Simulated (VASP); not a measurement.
# PbF2 (Pnma) in VASP: single point with PBE

Aim: the single point of PbF2 with PBE.

Program: VASP 6.6.1. These are calculated values, not measurements. Logs are shortened: lines on timing, memory, paths and dates and some standing lists are left out, and cuts for length are marked.

## (1) The cell of the first run

The structure is orthorhombic, space group Pnma (No. 62). The conventional cell has a = 6.578 Å, b = 3.950 Å, c = 7.831 Å, α = 90.00°, β = 90.00°, γ = 90.00°. Pb (site symmetry m) has 9 F at 2.41 to 3.24 Å within 3.3 Å. F (site symmetry m) has 5 Pb at 2.41 to 3.24 Å and 8 F at 3.00 to 3.43 Å within 3.5 Å. F (site symmetry m) has 4 Pb at 2.49 to 2.68 Å and 8 F at 2.94 to 3.43 Å within 3.5 Å.

## (2) Single point, PBE

Contents of INCAR:

```
ALGO     = Normal         # electronic algorithm
EDIFF    = 1E-6           # SCF threshold, eV
ENCUT    = 520            # plane-wave cutoff, eV
GGA      = PE             # functional
ISIF     = 2              # what is computed and relaxed
ISMEAR   = 0              # smearing method
LASPH    = T              # aspherical terms in the spheres
LCHARG   = F              # write CHGCAR
LREAL    = F              # projectors in reciprocal space
LWAVE    = F              # write WAVECAR
NBANDS   = 68             # bands
NELM     = 80             # most SCF steps
PREC     = Accurate       # precision mode
SIGMA    = 0.02           # smearing width, eV
```

Contents of KPOINTS:

```
k-points
0
Gamma
  4 6 4
```

Contents of POSCAR:

```
PbF2
1.0
    6.5783464462      0.0000000000      0.0000000000
    0.0000000000      3.9502112021      0.0000000000
    0.0000000000      0.0000000000      7.8307047949
Pb F
4 8
Direct
    0.2577144914      0.2500000000      0.9035556728
    0.7422855086      0.7500000000      0.0964443272
    0.7577144914      0.2500000000      0.5964443272
    0.2422855086      0.7500000000      0.4035556728
    0.4840092318      0.2500000000      0.1463213526
    0.5159907682      0.7500000000      0.8536786474
    0.9840092318      0.2500000000      0.3536786474
    0.0159907682      0.7500000000      0.6463213526
    0.6414229207      0.7500000000      0.4284811724
    0.3585770793      0.2500000000      0.5715188276
    0.1414229207      0.7500000000      0.0715188276
    0.8585770793      0.2500000000      0.9284811724
```

Potentials or basis: VASP PAW PBE potentials, release 64 (Pb_d, F).

On the command line:

```console
> cat potpaw_PBE.64/Pb_d/POTCAR potpaw_PBE.64/F/POTCAR > POTCAR
> mpirun -np 1 vasp_std > vasp.out
```

OUTCAR:

```text
EDIFF = 1E-6
   ENCUT = 520
   GGA = PE
   ISIF = 2
   ISMEAR = 0
   LASPH = T
   LREAL = F
   NELM = 80
   PREC = Accurate

 ion  position               nearest neighbor table
   1  0.258  0.250  0.904-   5 2.41  11 2.49  11 2.49  12 2.63   6 2.63   6 2.63  10 2.68   2 4.04
                             2 4.04   3 4.07   3 4.07
   2  0.742  0.750  0.096-   6 2.41  12 2.49  12 2.49  11 2.63   5 2.63   5 2.63   9 2.68   1 4.04
                             1 4.04   4 4.07   4 4.07
   3  0.758  0.250  0.596-   7 2.41   9 2.49   9 2.49  10 2.63   8 2.63   8 2.63  12 2.68   4 4.04
                             4 4.04   1 4.07   1 4.07
   4  0.242  0.750  0.404-   8 2.41  10 2.49  10 2.49   9 2.63   7 2.63   7 2.63  11 2.68   3 4.04
                             3 4.04   2 4.07   2 4.07
   5  0.484  0.250  0.146-   1 2.41   2 2.63   2 2.63
   6  0.516  0.750  0.854-   2 2.41   1 2.63   1 2.63
   7  0.984  0.250  0.354-   3 2.41   4 2.63   4 2.63
   8  0.016  0.750  0.646-   4 2.41   3 2.63   3 2.63
   9  0.641  0.750  0.428-   3 2.49   3 2.49   4 2.63   2 2.68
  10  0.359  0.250  0.572-   4 2.49   4 2.49   3 2.63   1 2.68
  11  0.141  0.750  0.072-   1 2.49   1 2.49   2 2.63   4 2.68
  12  0.859  0.250  0.928-   2 2.49   2 2.49   1 2.63   3 2.68

  LATTYP: Found a simple orthorhombic cell.
 ALAT       =     3.9502112021
 B/A-ratio  =     1.6653151211
 C/A-ratio  =     1.9823509160

  Lattice vectors:

 A1 = (   0.0000000000,  -3.9502112021,   0.0000000000)
 A2 = (   6.5783464462,   0.0000000000,   0.0000000000)
 A3 = (   0.0000000000,   0.0000000000,   7.8307047949)

Analysis of symmetry for initial positions (statically):
=====================================================================
 Subroutine PRICEL returns:
 Original cell was already a primitive cell.

 Routine SETGRP: Setting up the symmetry group for a
 simple orthorhombic supercell.

 Subroutine GETGRP returns: Found  8 space group operations
 (whereof  2 operations were pure point group operations)
 out of a pool of  8 trial point group operations.

The static configuration has the point symmetry S_2 .
 The point group associated with its full space group is D_2h.

Analysis of symmetry for dynamics (positions and initial velocities):
=====================================================================
 Subroutine PRICEL returns:
 Original cell was already a primitive cell.

 Routine SETGRP: Setting up the symmetry group for a
 simple orthorhombic supercell.

 Subroutine GETGRP returns: Found  8 space group operations
 (whereof  2 operations were pure point group operations)
 out of a pool of  8 trial point group operations.

The dynamic configuration has the point symmetry S_2 .
 The point group associated with its full space group is D_2h.

 Subroutine INISYM returns: Found  8 space group operations
 (whereof  2 operations are pure point group operations),
 and found     1 'primitive' translations

----------------------------------------------------------------------------------------

                                     Primitive cell

  volume of cell :     203.4876

  direct lattice vectors                    reciprocal lattice vectors
     6.578346446  0.000000000  0.000000000     0.152013885  0.000000000  0.000000000
     0.000000000  3.950211202  0.000000000     0.000000000  0.253151021  0.000000000
     0.000000000  0.000000000  7.830704795     0.000000000  0.000000000  0.127702426

  length of vectors
     6.578346446  3.950211202  7.830704795     0.152013885  0.253151021  0.127702426

  position of ions in fractional coordinates (direct lattice)
     0.257714491  0.250000000  0.903555673
     0.742285509  0.750000000  0.096444327
     0.757714491  0.250000000  0.596444327
     0.242285509  0.750000000  0.403555673
     0.484009232  0.250000000  0.146321353
     0.515990768  0.750000000  0.853678647
     0.984009232  0.250000000  0.353678647
     0.015990768  0.750000000  0.646321353
     0.641422921  0.750000000  0.428481172
     0.358577079  0.250000000  0.571518828
     0.141422921  0.750000000  0.071518828
     0.858577079  0.250000000  0.928481172

  ion indices of the primitive-cell ions
   primitive index   ion index
                 1           1
                 2           2
                 3           3
                 4           4
                 5           5
                 6           6
                 7           7
                 8           8
                 9           9
                10          10
                11          11
                12          12

----------------------------------------------------------------------------------------

 KPOINTS: k-points

Automatic generation of k-mesh.
 Grid dimensions read from file:
 generate k-points for:    4    6    4

 Generating k-lattice:

  Cartesian coordinates                     Fractional coordinates (reciprocal lattice)
     0.038003471  0.000000000  0.000000000     0.250000000  0.000000000  0.000000000
     0.000000000  0.042191837  0.000000000     0.000000000  0.166666667  0.000000000
     0.000000000  0.000000000  0.031925607     0.000000000  0.000000000  0.250000000

  Length of vectors
     0.038003471  0.042191837  0.031925607

  Shift w.r.t. Gamma in fractional coordinates (k-lattice)
     0.000000000  0.000000000  0.000000000

 Subroutine IBZKPT returns following result:
 ===========================================

 Found     36 irreducible k-points:

 Following reciprocal coordinates:
            Coordinates               Weight
  0.000000  0.000000  0.000000      1.000000
  0.250000  0.000000  0.000000      2.000000
  0.500000  0.000000  0.000000      1.000000
  0.000000  0.166667  0.000000      2.000000
  0.250000  0.166667  0.000000      4.000000
  0.500000  0.166667  0.000000      2.000000
[... 16 lines left out ...]
  0.250000  0.500000  0.250000      4.000000
  0.500000  0.500000  0.250000      2.000000
 [... further k-points ...]
   k-points           NKPTS =     36   k-points in BZ     NKDIM =     36   number of bands    NBANDS=     68
   number of dos      NEDOS =    301   number of ions     NIONS =     12
   total plane-waves  NPLWV =  90000
   dimension x,y,z NGX =    50 NGY =   30 NGZ =   60
   dimension x,y,z NGXF=   100 NGYF=   60 NGZF=  120
   ions per type =               4   8
   NGX,Y,Z   is equivalent  to a cutoff of  12.64, 12.63, 12.74 a.u.
   NGXF,Y,Z  is equivalent  to a cutoff of  25.27, 25.25, 25.48 a.u.
 SYSTEM =  unknown system
   PREC   = accura    normal or accurate (medium, high low for compatibility)
   ISTART =      0    job   : 0-new  1-cont  2-samecut
   ICHARG =      2    charge: 1-file 2-atom 10-const
   ISPIN  =      1    spin polarized calculation?
   LNONCOLLINEAR =      F non collinear calculations
   LSORBIT =      F    spin-orbit coupling
   LASPH  =      T    aspherical Exc in radial PAW
   ENCUT  =  520.0 eV  38.22 Ry    6.18 a.u.  12.23  7.34 14.56*2*pi/ulx,y,z
   NELM   =     80;   NELMIN=  2; NELMDL= -5     # of ELM steps
   EDIFF  = 0.1E-05   stopping-criterion for ELM
   LREAL  =      F    real-space projection
[... 7 lines left out ...]
   TEBEG  =    0.0;   TEEND  =   0.0 temperature during run
   PSTRESS=    0.0 pullay stress
   NELECT =     112.0000    total number of electrons
   NUPDOWN=      -1.0000    fix difference up-down
   EMIN   =  10.00;   EMAX   =-10.00  energy-range for DOS
   EFERMI =   0.00;   METHOD = LEGACY
   ISMEAR =     0;   SIGMA  =   0.02  broadening in eV -4-tet -1-fermi 0-gaus
   EFERMI_NEDOS =   21; number of points for ismear=-14 and -15
   IALGO  =     38    algorithm
   IMIX   =      4    mixing-type and parameters
     AMIX     =   0.40;   BMIX     =  1.00
     AMIX_MAG =   1.60;   BMIX_MAG =  1.00
  volume/ion in A,a.u.               =      16.96       114.43
  Fermi-wavevector in a.u.,A,eV,Ry     =   1.341637  2.535325 24.490331  1.799989
  Thomas-Fermi vector in A             =   2.469854
   LORBIT       =      0    0 simple, 1 ext, 2 COOP (PROOUT), +10 PAW based schemes
   GGA     = PE    functional components
   LHFCALC =     F    Hartree Fock is set to
   AEXX    =    0.0000 exact exchange contribution
   IVDW    =     0    specifies the selected vdW correction
   LEPSILON=     F    determine dielectric tensor
   LRPA    =     F    only Hartree local field effects (RPA)
 non-spin polarized calculation
 Gauss-broadening in eV      SIGMA  =   0.02
  energy-cutoff  :      520.00
  volume of cell :      203.49
 maximum number of plane-waves:      5520
 NGX is ok and might be reduce to    50
   NGX = 25   NGY = 15   NGZ = 29

 number of electron     111.9999974 magnetization

 Free energy of the ion-electron system (eV)
  ---------------------------------------------------
  ext. energy  EPLUGINS =         0.00000000
  ---------------------------------------------------
  free energy    TOTEN  =       -57.13001389 eV

  energy without entropy =      -57.13001389  energy(sigma->0) =      -57.13001389

 E-fermi :   2.1446     XC(G=0):  -9.6689

 val. band max:        2.0027869169   @ k =   0.0000   0.3333   0.0000
 cond. band min:       6.4271481095   @ k =   0.0000   0.0000   0.0000
 fundamental gap:      4.4243611927
 Fermi energy:         2.1446071179

 k-point     1 :       0.0000    0.0000    0.0000
  band No.  band energies     occupation
      1     -19.0077      2.00000
      2     -18.8876      2.00000
      3     -18.7013      2.00000
      4     -18.6905      2.00000
      5     -18.5983      2.00000
      6     -18.5399      2.00000
[... 60 lines left out ...]
     67       9.7324      0.00000
     68      10.2032      0.00000

 k-point     2 :       0.2500    0.0000    0.0000
  band No.  band energies     occupation
      1     -18.9786      2.00000
      2     -18.8781      2.00000
      3     -18.7510      2.00000
      4     -18.7173      2.00000
      5     -18.5671      2.00000
      6     -18.5383      2.00000
[... 1551 lines left out ...]
     67       9.6276      0.00000
     68       9.6276      0.00000

 k-point    24 :       0.5000    0.5000    0.2500
  band No.  band energies     occupation
      1     -18.7787      2.00000
      2     -18.7787      2.00000
      3     -18.7787      2.00000
      4     -18.7787      2.00000
      5     -18.5379      2.00000
      6     -18.5379      2.00000
[... 60 lines left out ...]
     67       9.5240      0.00000
     68       9.5240      0.00000

 [... further k-points ...]
[... 5 lines left out ...]
  --------------------------------------------------------------------------------------
  -------------------------------------------------------------------------------------
  Total       -0.2145519     -0.2375087     -0.2224707      0.0000000      0.0000000      0.0000000
  in kB       -1.6892929     -1.8700455     -1.7516426      0.0000000      0.0000000      0.0000000
  external PRESSURE =      -1.7703270 kB  Pullay stress =       0.0000000 kB

 VOLUME and BASIS-vectors are now :
 -----------------------------------------------------------------------------
  energy-cutoff  :      520.00
  volume of cell :      203.49
      direct lattice vectors                 reciprocal lattice vectors
     6.578346446  0.000000000  0.000000000     0.152013885  0.000000000  0.000000000
     0.000000000  3.950211202  0.000000000     0.000000000  0.253151021  0.000000000
     0.000000000  0.000000000  7.830704795     0.000000000  0.000000000  0.127702426

 POSITION                                       TOTAL-FORCE (eV/Angst)
 -----------------------------------------------------------------------------------
      1.69534      0.98755      7.07548        -0.011288     -0.000000     -0.016340
      4.88301      2.96266      0.75523         0.011288     -0.000000      0.016340
      4.98451      0.98755      4.67058        -0.011288      0.000000      0.016340
      1.59384      2.96266      3.16013         0.011288      0.000000     -0.016340
      3.18398      0.98755      1.14580         0.005410     -0.000000      0.011831
      3.39437      2.96266      6.68491        -0.005410     -0.000000     -0.011831
      6.47315      0.98755      2.76955         0.005410      0.000000     -0.011831
      0.10519      2.96266      5.06115        -0.005410     -0.000000      0.011831
      4.21950      2.96266      3.35531         0.001963     -0.000000     -0.006279
      2.35884      0.98755      4.47540        -0.001963      0.000000      0.006279
      0.93033      2.96266      0.56004         0.001963     -0.000000      0.006279
      5.64802      0.98755      7.27066        -0.001963      0.000000     -0.006279
 -----------------------------------------------------------------------------------
    total drift:                                0.000000      0.000000      0.000000

  FREE ENERGIE OF THE ION-ELECTRON SYSTEM (eV)
  ---------------------------------------------------
  free  energy   TOTEN  =       -57.1300138935 eV

  energy  without entropy=      -57.1300138935  energy(sigma->0) =      -57.13001389
```

Wall time 8.3 min (1 thread of Intel Xeon 8259CL, shared host); peak memory 0.48 GiB.

What came out:

* Free energy: -57.1300 eV
* Pressure: -0.2 GPa
* Largest force: 0.020 eV/Å
* Band gap on the k mesh: 4.42 eV (least direct gap 4.59 eV)

Forces on the atoms (eV/Å):
```
Pb  -0.011  0.000 -0.016
Pb   0.011  0.000  0.016
Pb  -0.011  0.000  0.016
Pb   0.011  0.000 -0.016
F    0.005  0.000  0.012
F   -0.005  0.000 -0.012
F    0.005  0.000 -0.012
F   -0.005  0.000  0.012
F    0.002  0.000 -0.006
F   -0.002  0.000  0.006
F    0.002  0.000  0.006
F   -0.002  0.000 -0.006
```

Caveat: spin-orbit coupling is left out, which moves the levels of the heavy elements.
